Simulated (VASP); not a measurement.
# Rb (P6_3/mmc) in VASP: a series of runs, part 2 of 2

VASP 6.6.1.

## 3. Single point, revPBE (107.44 Å³/atom)

This run uses another cell than the first one, of 107.44 Å³/atom.

Input file INCAR:

```
SYSTEM = Rb
PREC = Accurate
ENCUT = 520
EDIFF = 1E-7
ISMEAR = -1
SIGMA = 0.1
LREAL = .FALSE.
LASPH = .TRUE.
NELM = 100
ALGO = Normal
ISIF = 2
LWAVE = .FALSE.
LCHARG = .FALSE.
GGA = RE
NBANDS = 26
```

Input file KPOINTS:

```
regular mesh
0
G
  8 8 2
  0 0 0
```

Input file POSCAR:

```
Rb
1.0
    5.3172951226      0.0000000000      0.0000000000
   -2.6586475613      4.6049126556      0.0000000000
    0.0000000000      0.0000000000     17.5521458524
Rb
4
Direct
    0.0000000000      1.0000000000      0.0000000000
    0.0000000000      1.0000000000      0.5000000000
    0.3333333333      0.6666666667      0.2500000000
    0.6666666667      0.3333333333      0.7500000000
```

Potentials or basis: VASP PAW PBE potentials, release 64 (Rb_sv).

The run is started by

```
> cat potpaw_PBE.64/Rb_sv/POTCAR > POTCAR
> mpirun -np 1 vasp_std > vasp.out
```

OUTCAR:

```text
SYSTEM = Rb
   PREC = Accurate
   ENCUT = 520
   EDIFF = 1E-7
   ISMEAR = -1
   LREAL = .FALSE.
   LASPH = .TRUE.
   NELM = 100
   ISIF = 2
   GGA = RE

 ion  position               nearest neighbor table
   1  0.000  0.000  0.000-   3 5.36   4 5.36   4 5.36   3 5.36   4 5.36   3 5.36
   2  0.000  0.000  0.500-   3 5.36   4 5.36   4 5.36   3 5.36   4 5.36   3 5.36
   3  0.333  0.667  0.250-   1 5.36   2 5.36   1 5.36   2 5.36   1 5.36   2 5.36
   4  0.667  0.333  0.750-   1 5.36   2 5.36   1 5.36   2 5.36   1 5.36   2 5.36

  LATTYP: Found a hexagonal cell.
 ALAT       =     5.3172951226
 C/A-ratio  =     3.3009538586

  Lattice vectors:

 A1 = (   5.3172951226,   0.0000000000,   0.0000000000)
 A2 = (  -2.6586475613,   4.6049126556,   0.0000000000)
 A3 = (   0.0000000000,   0.0000000000,  17.5521458524)

Analysis of symmetry for initial positions (statically):
=====================================================================
 Subroutine PRICEL returns:
 Original cell was already a primitive cell.

 Routine SETGRP: Setting up the symmetry group for a
 hexagonal supercell.

 Subroutine GETGRP returns: Found 24 space group operations
 (whereof 12 operations were pure point group operations)
 out of a pool of 24 trial point group operations.

The static configuration has the point symmetry D_3d.
 The point group associated with its full space group is D_6h.

Analysis of symmetry for dynamics (positions and initial velocities):
=====================================================================
 Subroutine PRICEL returns:
 Original cell was already a primitive cell.

 Routine SETGRP: Setting up the symmetry group for a
 hexagonal supercell.

 Subroutine GETGRP returns: Found 24 space group operations
 (whereof 12 operations were pure point group operations)
 out of a pool of 24 trial point group operations.

The dynamic configuration has the point symmetry D_3d.
 The point group associated with its full space group is D_6h.

 Subroutine INISYM returns: Found 24 space group operations
 (whereof 12 operations are pure point group operations),
 and found     1 'primitive' translations

----------------------------------------------------------------------------------------

                                     Primitive cell

  volume of cell :     429.7762

  direct lattice vectors                    reciprocal lattice vectors
     5.317295123  0.000000000  0.000000000     0.188065544  0.108579692  0.000000000
    -2.658647561  4.604912656  0.000000000     0.000000000  0.217159385  0.000000000
     0.000000000  0.000000000 17.552145852     0.000000000  0.000000000  0.056973091

  length of vectors
     5.317295123  5.317295123 17.552145852     0.217159385  0.217159385  0.056973091

  position of ions in fractional coordinates (direct lattice)
     0.000000000  0.000000000  0.000000000
     0.000000000  0.000000000  0.500000000
     0.333333333  0.666666667  0.250000000
     0.666666667  0.333333333  0.750000000

  ion indices of the primitive-cell ions
   primitive index   ion index
                 1           1
                 2           2
                 3           3
                 4           4

----------------------------------------------------------------------------------------

 KPOINTS: regular mesh

Automatic generation of k-mesh.
 Grid dimensions read from file:
 generate k-points for:    8    8    2

 Generating k-lattice:

  Cartesian coordinates                     Fractional coordinates (reciprocal lattice)
     0.023508193  0.013572462  0.000000000     0.125000000  0.000000000  0.000000000
     0.000000000  0.027144923  0.000000000     0.000000000  0.125000000  0.000000000
     0.000000000  0.000000000  0.028486545     0.000000000  0.000000000  0.500000000

  Length of vectors
     0.027144923  0.027144923  0.028486545

  Shift w.r.t. Gamma in fractional coordinates (k-lattice)
     0.000000000  0.000000000  0.000000000

 Subroutine IBZKPT returns following result:
 ===========================================

 Found     20 irreducible k-points:

 Following reciprocal coordinates:
            Coordinates               Weight
  0.000000  0.000000  0.000000      1.000000
  0.125000 -0.000000  0.000000      6.000000
  0.250000 -0.000000  0.000000      6.000000
  0.375000  0.000000  0.000000      6.000000
  0.500000 -0.000000  0.000000      3.000000
  0.125000  0.125000  0.000000      6.000000
[... 12 lines left out ...]
  0.250000  0.250000  0.500000      6.000000
  0.375000  0.250000  0.500000      6.000000
   k-points           NKPTS =     20   k-points in BZ     NKDIM =     20   number of bands    NBANDS=     26
   number of dos      NEDOS =    301   number of ions     NIONS =      4
   total plane-waves  NPLWV = 224000
   dimension x,y,z NGX =    40 NGY =   40 NGZ =  140
   dimension x,y,z NGXF=    80 NGYF=   80 NGZF=  280
   ions per type =               4
   NGX,Y,Z   is equivalent  to a cutoff of  12.51, 12.51, 13.26 a.u.
   NGXF,Y,Z  is equivalent  to a cutoff of  25.01, 25.01, 26.52 a.u.
 SYSTEM =  Rb
   PREC   = accura    normal or accurate (medium, high low for compatibility)
   ISTART =      0    job   : 0-new  1-cont  2-samecut
   ICHARG =      2    charge: 1-file 2-atom 10-const
   ISPIN  =      1    spin polarized calculation?
   LNONCOLLINEAR =      F non collinear calculations
   LSORBIT =      F    spin-orbit coupling
   LASPH  =      T    aspherical Exc in radial PAW
   ENCUT  =  520.0 eV  38.22 Ry    6.18 a.u.   9.89  9.89 32.64*2*pi/ulx,y,z
   NELM   =    100;   NELMIN=  2; NELMDL= -5     # of ELM steps
   EDIFF  = 0.1E-06   stopping-criterion for ELM
   LREAL  =      F    real-space projection
   EDIFFG = 0.1E-05   stopping-criterion for IOM
   NSW    =      0    number of steps for IOM
   IBRION =     -1    ionic relax: 0-MD 1-quasi-New 2-CG
   NFREE  =      0    steps in history (QN), initial steepest desc. (CG)
   ISIF   =      2    stress and relaxation
   ISYM   =      2    0-nonsym 1-usesym 2-fastsym
   POTIM  = 0.5000    time-step for ionic-motion
   TEBEG  =    0.0;   TEEND  =   0.0 temperature during run
   PSTRESS=    0.0 pullay stress
   NELECT =      36.0000    total number of electrons
   NUPDOWN=      -1.0000    fix difference up-down
   EMIN   =  10.00;   EMAX   =-10.00  energy-range for DOS
   EFERMI =   0.00;   METHOD = LEGACY
   ISMEAR =    -1;   SIGMA  =   0.10  broadening in eV -4-tet -1-fermi 0-gaus
   EFERMI_NEDOS =   21; number of points for ismear=-14 and -15
   IALGO  =     38    algorithm
   IMIX   =      4    mixing-type and parameters
     AMIX     =   0.40;   BMIX     =  1.00
     AMIX_MAG =   1.60;   BMIX_MAG =  1.00
  volume/ion in A,a.u.               =     107.44       725.07
  Fermi-wavevector in a.u.,A,eV,Ry     =   0.716300  1.353610  6.980952  0.513085
  Thomas-Fermi vector in A             =   1.804685
   LORBIT       =      0    0 simple, 1 ext, 2 COOP (PROOUT), +10 PAW based schemes
   GGA     = RE    functional components
   LHFCALC =     F    Hartree Fock is set to
   AEXX    =    0.0000 exact exchange contribution
   IVDW    =     0    specifies the selected vdW correction
   LEPSILON=     F    determine dielectric tensor
   LRPA    =     F    only Hartree local field effects (RPA)
 non-spin polarized calculation
  energy-cutoff  :      520.00
  volume of cell :      429.78
 maximum number of plane-waves:     11612
 NGX is ok and might be reduce to    40
   NGX = 19   NGY = 19   NGZ = 65

 number of electron      36.0000000 magnetization

 Free energy of the ion-electron system (eV)
  ---------------------------------------------------
  ext. energy  EPLUGINS =         0.00000000
  ---------------------------------------------------
  free energy    TOTEN  =        -3.38683019 eV

  energy without entropy =       -3.26183392  energy(sigma->0) =       -3.32433205

 E-fermi :  -0.2377     XC(G=0):  -4.9747

 val. band max:       -0.2656407199   @ k =   0.3750   0.1250   0.5000
 cond. band min:      -0.1263707519   @ k =   0.5000  -0.0000   0.0000
 fundamental gap:      0.1392699680
 Fermi energy:        -0.2377029759

 k-point     1 :       0.0000    0.0000    0.0000
  band No.  band energies     occupation
      1     -29.2683      2.00000
      2     -29.2678      2.00000
      3     -29.2672      2.00000
      4     -29.2667      2.00000
      5     -13.3781      2.00000
      6     -13.3546      2.00000
[... 569 lines left out ...]
     25       1.2836      0.00000
     26       1.2836      0.00000

------------------------ aborting loop because EDIFF is reached ----------------------------------------

  FORCE on cell =-STRESS in cart. coord.  units (eV):
  Direction    XX          YY          ZZ          XY          YZ          ZX
  --------------------------------------------------------------------------------------
  -------------------------------------------------------------------------------------
  Total       -0.3605771     -0.3605771     -0.4776783      0.0000000      0.0000000      0.0000000
  in kB       -1.3442075     -1.3442075     -1.7807532      0.0000000      0.0000000      0.0000000
  external PRESSURE =      -1.4897227 kB  Pullay stress =       0.0000000 kB

 VOLUME and BASIS-vectors are now :
 -----------------------------------------------------------------------------
  energy-cutoff  :      520.00
  volume of cell :      429.78
      direct lattice vectors                 reciprocal lattice vectors
     5.317295123  0.000000000  0.000000000     0.188065544  0.108579692  0.000000000
    -2.658647561  4.604912656  0.000000000     0.000000000  0.217159385  0.000000000
     0.000000000  0.000000000 17.552145852     0.000000000  0.000000000  0.056973091

 POSITION                                       TOTAL-FORCE (eV/Angst)
 -----------------------------------------------------------------------------------
      0.00000      0.00000      0.00000        -0.000000      0.000000      0.000000
      0.00000      0.00000      8.77607        -0.000000      0.000000      0.000000
     -0.00000      3.06994      4.38804         0.000000     -0.000000     -0.000000
      2.65865      1.53497     13.16411         0.000000      0.000000      0.000000
 -----------------------------------------------------------------------------------
    total drift:                                0.000000     -0.000000      0.000000

  FREE ENERGIE OF THE ION-ELECTRON SYSTEM (eV)
  ---------------------------------------------------
  free  energy   TOTEN  =        -3.3868301910 eV

  energy  without entropy=       -3.2618339166  energy(sigma->0) =       -3.32433205
```

stdout:

```text
POSCAR found type information on POSCAR Rb
 POSCAR found :  1 types and       4 ions
 scaLAPACK will be used
 -----------------------------------------------------------------------------
|                                                                             |
|                                                                             |
|     You enforced a specific xc type in the INCAR file but a different       |
|     I HOPE YOU KNOW WHAT YOU ARE DOING!                                     |
|                                                                             |
 -----------------------------------------------------------------------------

 LDA part: xc-table for (Slater+PW92), standard interpolation
 POSCAR, INCAR and KPOINTS ok, starting setup
 FFT: planning ... GRIDC
 FFT: planning ... GRID_SOFT
 FFT: planning ... GRID
 WAVECAR not read
 entering main loop
```

It took 6.5 min on 1 thread of Intel Xeon 8259CL, shared host; peak memory 0.57 GiB.

What came out:

```yaml
Free_energy: -3.3868 eV
Pressure: -0.1 GPa
Band_gap_on_the_k_mesh: zero (bands 18 and 19 overlap by 1.73 eV)
```

Levels at points of the mesh, in eV from the Fermi level:
```tsv
k point	band 14	band 15	band 16	band 17	band 18	band 19	band 20	band 21	band 22	band 23
(0.00, 0.00, 0.00)	-13.09	-13.09	-13.09	-1.74	-1.16	-1.16	0.16	0.53	2.19	2.20
(0.50, 0.00, 0.00)	-13.10	-13.10	-13.10	0.11	0.22	0.46	0.51	0.77	0.78	1.46
(0.00, 0.00, 0.50)	-13.09	-13.09	-13.09	-1.59	-1.59	-0.51	-0.51	1.28	1.28	3.02
(0.50, 0.00, 0.50)	-13.10	-13.10	-13.10	0.20	0.20	0.37	0.37	1.00	1.00	1.27
```

Caveat: the PAW data sets were made with another functional, which shifts forces and pressure a little.

The gap in the log of VASP goes by the Fermi energy; the results here count the filled bands.